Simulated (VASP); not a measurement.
# Cu (P6_3/mmc) in VASP: single point with PBEsol

Aim: the single point of Cu with PBEsol.

Everything below comes from runs of VASP 6.6.1. Logs are shortened: lines on timing, memory, paths and dates and some standing lists are left out, and cuts for length are marked.

## Step 1: The cell of the first run

Symmetry: P6_3/mmc, No. 194, hexagonal system. The conventional cell has a = 2.647 Å, b = 2.647 Å, c = 4.322 Å, α = 90.00°, β = 90.00°, γ = 120.00°. Cu (site symmetry -6m2) has 12 Cu at 2.65 Å within 3.5 Å.

This isn't the form of Cu at room conditions, which is fcc.

## Step 2: Single point, PBEsol (strain +0.050 along x and y, +0.050 along z)

Input file INCAR:

```
  ALGO = Fast
  EDIFF = 1E-7
  ENCUT = 520
  GGA = PS
  ISIF = 2
  ISMEAR = 0
  LASPH = True
  LCHARG = False
  LREAL = False
  LWAVE = False
  NBANDS = 18
  NELM = 80
  PREC = Accurate
  SIGMA = 0.15
```

Input file KPOINTS:

```
k-points
0
Gamma
  30 30 14
```

Input file POSCAR:

```
Cu
1.0
    2.6466205772      0.0000000000      0.0000000000
   -1.3233102886      2.2920406540      0.0000000000
    0.0000000000      0.0000000000      4.3223494333
Cu
2
Direct
    0.3333333333      0.6666666667      0.2500000000
    0.6666666667      0.3333333333      0.7500000000
```

Potentials or basis: VASP PAW PBE potentials, release 64 (Cu).

Launch:

```sh
$ cat potpaw_PBE.64/Cu/POTCAR > POTCAR
$ mpirun -np 1 vasp_std > vasp.out
```

OUTCAR:

```text
EDIFF = 1E-7
   ENCUT = 520
   GGA = PS
   ISIF = 2
   ISMEAR = 0
   LASPH = True
   LREAL = False
   NELM = 80
   PREC = Accurate

 ion  position               nearest neighbor table
   1  0.333  0.667  0.250-   2 2.65   2 2.65   2 2.65   2 2.65   2 2.65   2 2.65
   2  0.667  0.333  0.750-   1 2.65   1 2.65   1 2.65   1 2.65   1 2.65   1 2.65

  LATTYP: Found a hexagonal cell.
 ALAT       =     2.6466205772
 C/A-ratio  =     1.6331579489

  Lattice vectors:

 A1 = (   2.6466205772,   0.0000000000,   0.0000000000)
 A2 = (  -1.3233102886,   2.2920406540,   0.0000000000)
 A3 = (   0.0000000000,   0.0000000000,   4.3223494333)

Analysis of symmetry for initial positions (statically):
=====================================================================
 Subroutine PRICEL returns:
 Original cell was already a primitive cell.

 Routine SETGRP: Setting up the symmetry group for a
 hexagonal supercell.

 Subroutine GETGRP returns: Found 24 space group operations
 (whereof 12 operations were pure point group operations)
 out of a pool of 24 trial point group operations.

The static configuration has the point symmetry D_3d.
 The point group associated with its full space group is D_6h.

Analysis of symmetry for dynamics (positions and initial velocities):
=====================================================================
 Subroutine PRICEL returns:
 Original cell was already a primitive cell.

 Routine SETGRP: Setting up the symmetry group for a
 hexagonal supercell.

 Subroutine GETGRP returns: Found 24 space group operations
 (whereof 12 operations were pure point group operations)
 out of a pool of 24 trial point group operations.

The dynamic configuration has the point symmetry D_3d.
 The point group associated with its full space group is D_6h.

 Subroutine INISYM returns: Found 24 space group operations
 (whereof 12 operations are pure point group operations),
 and found     1 'primitive' translations

----------------------------------------------------------------------------------------

                                     Primitive cell

  volume of cell :      26.2201

  direct lattice vectors                    reciprocal lattice vectors
     2.646620577  0.000000000  0.000000000     0.377840333  0.218146218  0.000000000
    -1.323310289  2.292040654  0.000000000     0.000000000  0.436292436  0.000000000
     0.000000000  0.000000000  4.322349433     0.000000000  0.000000000  0.231355659

  length of vectors
     2.646620577  2.646620577  4.322349433     0.436292436  0.436292436  0.231355659

  position of ions in fractional coordinates (direct lattice)
     0.333333333  0.666666667  0.250000000
     0.666666667  0.333333333  0.750000000

  ion indices of the primitive-cell ions
   primitive index   ion index
                 1           1
                 2           2

----------------------------------------------------------------------------------------

 KPOINTS: k-points

Automatic generation of k-mesh.
 Grid dimensions read from file:
 generate k-points for:   30   30   14

 Generating k-lattice:

  Cartesian coordinates                     Fractional coordinates (reciprocal lattice)
     0.012594678  0.007271541  0.000000000     0.033333333  0.000000000  0.000000000
     0.000000000  0.014543081  0.000000000     0.000000000  0.033333333  0.000000000
     0.000000000  0.000000000  0.016525404     0.000000000  0.000000000  0.071428571

  Length of vectors
     0.014543081  0.014543081  0.016525404

  Shift w.r.t. Gamma in fractional coordinates (k-lattice)
     0.000000000  0.000000000  0.000000000

 Subroutine IBZKPT returns following result:
 ===========================================

 Found    728 irreducible k-points:

 Following reciprocal coordinates:
            Coordinates               Weight
  0.000000  0.000000  0.000000      1.000000
  0.033333  0.000000  0.000000      6.000000
  0.066667  0.000000  0.000000      6.000000
  0.100000  0.000000  0.000000      6.000000
  0.133333  0.000000  0.000000      6.000000
  0.166667 -0.000000  0.000000      6.000000
[... 16 lines left out ...]
  0.233333  0.033333  0.000000     12.000000
  0.266667  0.033333  0.000000     12.000000
 [... further k-points ...]
   k-points           NKPTS =    728   k-points in BZ     NKDIM =    728   number of bands    NBANDS=     18
   number of dos      NEDOS =    301   number of ions     NIONS =      2
   total plane-waves  NPLWV =  12800
   dimension x,y,z NGX =    20 NGY =   20 NGZ =   32
   dimension x,y,z NGXF=    40 NGYF=   40 NGZF=   64
   ions per type =               2
   NGX,Y,Z   is equivalent  to a cutoff of  12.56, 12.56, 12.31 a.u.
   NGXF,Y,Z  is equivalent  to a cutoff of  25.13, 25.13, 24.62 a.u.
 SYSTEM =  unknown system
   PREC   = accura    normal or accurate (medium, high low for compatibility)
   ISTART =      0    job   : 0-new  1-cont  2-samecut
   ICHARG =      2    charge: 1-file 2-atom 10-const
   ISPIN  =      1    spin polarized calculation?
   LNONCOLLINEAR =      F non collinear calculations
   LSORBIT =      F    spin-orbit coupling
   LASPH  =      T    aspherical Exc in radial PAW
   ENCUT  =  520.0 eV  38.22 Ry    6.18 a.u.   4.92  4.92  8.04*2*pi/ulx,y,z
   NELM   =     80;   NELMIN=  2; NELMDL= -5     # of ELM steps
   EDIFF  = 0.1E-06   stopping-criterion for ELM
   LREAL  =      F    real-space projection
   EDIFFG = 0.1E-05   stopping-criterion for IOM
   NSW    =      0    number of steps for IOM
   IBRION =     -1    ionic relax: 0-MD 1-quasi-New 2-CG
   NFREE  =      0    steps in history (QN), initial steepest desc. (CG)
   ISIF   =      2    stress and relaxation
   ISYM   =      2    0-nonsym 1-usesym 2-fastsym
   POTIM  = 0.5000    time-step for ionic-motion
   TEBEG  =    0.0;   TEEND  =   0.0 temperature during run
   PSTRESS=    0.0 pullay stress
   NELECT =      22.0000    total number of electrons
   NUPDOWN=      -1.0000    fix difference up-down
   EMIN   =  10.00;   EMAX   =-10.00  energy-range for DOS
   EFERMI =   0.00;   METHOD = LEGACY
   ISMEAR =     0;   SIGMA  =   0.15  broadening in eV -4-tet -1-fermi 0-gaus
   EFERMI_NEDOS =   21; number of points for ismear=-14 and -15
   IALGO  =     68    algorithm
   IMIX   =      4    mixing-type and parameters
     AMIX     =   0.40;   BMIX     =  1.00
     AMIX_MAG =   1.60;   BMIX_MAG =  1.00
  volume/ion in A,a.u.               =      13.11        88.47
  Fermi-wavevector in a.u.,A,eV,Ry     =   1.544085  2.917897 32.438974  2.384197
  Thomas-Fermi vector in A             =   2.649656
   LORBIT       =      0    0 simple, 1 ext, 2 COOP (PROOUT), +10 PAW based schemes
   GGA     = PS    functional components
   LHFCALC =     F    Hartree Fock is set to
   AEXX    =    0.0000 exact exchange contribution
   IVDW    =     0    specifies the selected vdW correction
   LEPSILON=     F    determine dielectric tensor
   LRPA    =     F    only Hartree local field effects (RPA)
 non-spin polarized calculation
 RMM-DIIS sequential band-by-band and
 Gauss-broadening in eV      SIGMA  =   0.15
  energy-cutoff  :      520.00
  volume of cell :       26.22
 maximum number of plane-waves:       744
 NGX is ok and might be reduce to    20
   NGX =  9   NGY =  9   NGZ = 17

 number of electron      21.9999993 magnetization

 Free energy of the ion-electron system (eV)
  ---------------------------------------------------
  ext. energy  EPLUGINS =         0.00000000
  ---------------------------------------------------
  free energy    TOTEN  =        -8.40229602 eV

  energy without entropy =       -8.39541198  energy(sigma->0) =       -8.39885400

 E-fermi :   6.1647     XC(G=0): -12.3095

 val. band max:        6.1599443227   @ k =   0.2333   0.1333   0.3571
 cond. band min:       6.1806268025   @ k =   0.5000   0.0000   0.0714
 fundamental gap:      0.0206824798
 Fermi energy:         6.1646953560

 k-point     1 :       0.0000    0.0000    0.0000
  band No.  band energies     occupation
      1      -2.4401      2.00000
      2       1.6427      2.00000
      3       3.4553      2.00000
      4       3.5094      2.00000
      5       3.5094      2.00000
      6       3.6844      2.00000
[... 10 lines left out ...]
     17      28.0787      0.00000
     18      28.0790      0.00000

 k-point     2 :       0.0333    0.0000    0.0000
  band No.  band energies     occupation
      1      -2.4067      2.00000
      2       1.6620      2.00000
      3       3.4302      2.00000
      4       3.5207      2.00000
      5       3.5319      2.00000
      6       3.6786      2.00000
[... 10 lines left out ...]
     17      28.7149      0.00000
     18      29.0836      0.00000

 k-point     3 :       0.0667    0.0000    0.0000
  band No.  band energies     occupation
      1      -2.3066      2.00000
      2       1.7186      2.00000
      3       3.3839      2.00000
      4       3.5542      2.00000
      5       3.5700      2.00000
      6       3.6629      2.00000
[... 10 lines left out ...]
     17      29.2023      0.00000
     18      29.3132      0.00000

 k-point     4 :       0.1000    0.0000    0.0000
  band No.  band energies     occupation
      1      -2.1408      2.00000
      2       1.8087      2.00000
      3       3.3280      2.00000
      4       3.6000      2.00000
      5       3.6089      2.00000
      6       3.6539      2.00000
[... 375 lines left out ...]
      4       3.1129      2.00000
      5       3.4902      2.00000
      6       3.6910      2.00000
[... 10 lines left out ...]
     17      24.6341      0.00000
     18      26.0146      0.00000

 k-point    23 :       0.2333    0.0333    0.0000
  band No.  band energies     occupation
      1      -0.6301      2.00000
      2       2.3438      2.00000
      3       2.9161      2.00000
      4       3.0853      2.00000
      5       3.4721      2.00000
      6       3.6422      2.00000
[... 10 lines left out ...]
     17      23.5999      0.00000
     18      25.3222      0.00000

 k-point    24 :       0.2667    0.0333    0.0000
  band No.  band energies     occupation
      1      -0.1709      2.00000
      2       2.3810      2.00000
      3       2.7748      2.00000
      4       3.0852      2.00000
      5       3.4800      2.00000
      6       3.5960      2.00000
[... 10 lines left out ...]
     17      22.3972      0.00000
     18      24.9242      0.00000

 [... further k-points ...]

------------------------ aborting loop because EDIFF is reached ----------------------------------------

  FORCE on cell =-STRESS in cart. coord.  units (eV):
  Direction    XX          YY          ZZ          XY          YZ          ZX
  --------------------------------------------------------------------------------------
  -------------------------------------------------------------------------------------
  Total       -2.6880315     -2.6880315     -2.5639115      0.0000000     -0.0000000      0.0000000
  in kB     -164.2521486   -164.2521486   -156.6677967      0.0000000     -0.0000000      0.0000000
  external PRESSURE =    -161.7240313 kB  Pullay stress =       0.0000000 kB

 VOLUME and BASIS-vectors are now :
 -----------------------------------------------------------------------------
  energy-cutoff  :      520.00
  volume of cell :       26.22
      direct lattice vectors                 reciprocal lattice vectors
     2.646620577  0.000000000  0.000000000     0.377840333  0.218146218  0.000000000
    -1.323310289  2.292040654  0.000000000     0.000000000  0.436292436  0.000000000
     0.000000000  0.000000000  4.322349433     0.000000000  0.000000000  0.231355659

 POSITION                                       TOTAL-FORCE (eV/Angst)
 -----------------------------------------------------------------------------------
     -0.00000      1.52803      1.08059        -0.000000      0.000000      0.000000
      1.32331      0.76401      3.24176         0.000000      0.000000      0.000000
 -----------------------------------------------------------------------------------
    total drift:                               -0.000000      0.000000     -0.000000

  FREE ENERGIE OF THE ION-ELECTRON SYSTEM (eV)
  ---------------------------------------------------
  free  energy   TOTEN  =        -8.4022960227 eV

  energy  without entropy=       -8.3954119850  energy(sigma->0) =       -8.39885400
```

Wall time 3.4 min (1 thread of Intel Xeon Platinum 8488C (Sapphire Rapids), shared host); peak memory 0.37 GiB.

Results:

```
Free energy            : -8.4023 eV
Pressure               : -16.2 GPa
Band gap on the k mesh : zero (bands 11 and 12 overlap by 5.60 eV)
```

Stress tensor (GPa, compression positive):
```
-16.43   0.00   0.00
  0.00 -16.43   0.00
  0.00   0.00 -15.67
```

Levels at points of the mesh, in eV from the Fermi level:
| k point | band 8 | band 9 | band 10 | band 11 | band 12 | band 13 | band 14 | band 15 |
| --- | --- | --- | --- | --- | --- | --- | --- | --- |
| (0.00, 0.00, 0.00) | -2.23 | -2.23 | -1.60 | -1.60 | -0.72 | 3.26 | 20.16 | 20.16 |
| (0.50, 0.00, 0.00) | -1.52 | -1.48 | -1.44 | 0.03 | 1.36 | 7.28 | 7.50 | 9.94 |
| (0.00, 0.00, 0.50) | -2.69 | -1.79 | -1.79 | -1.79 | -1.79 | 11.58 | 11.58 | 21.16 |
| (0.50, 0.00, 0.50) | -1.73 | -1.47 | -1.47 | 0.59 | 0.59 | 4.29 | 4.29 | 15.02 |

Caveat: the cell differs from its parent crystal (strain +0.050 along x and y, +0.050 along z); the cell stands under tension; the PAW data sets were made with another functional, which shifts forces and pressure a little.

The gap in the log of VASP goes by the Fermi energy; the results here count the filled bands.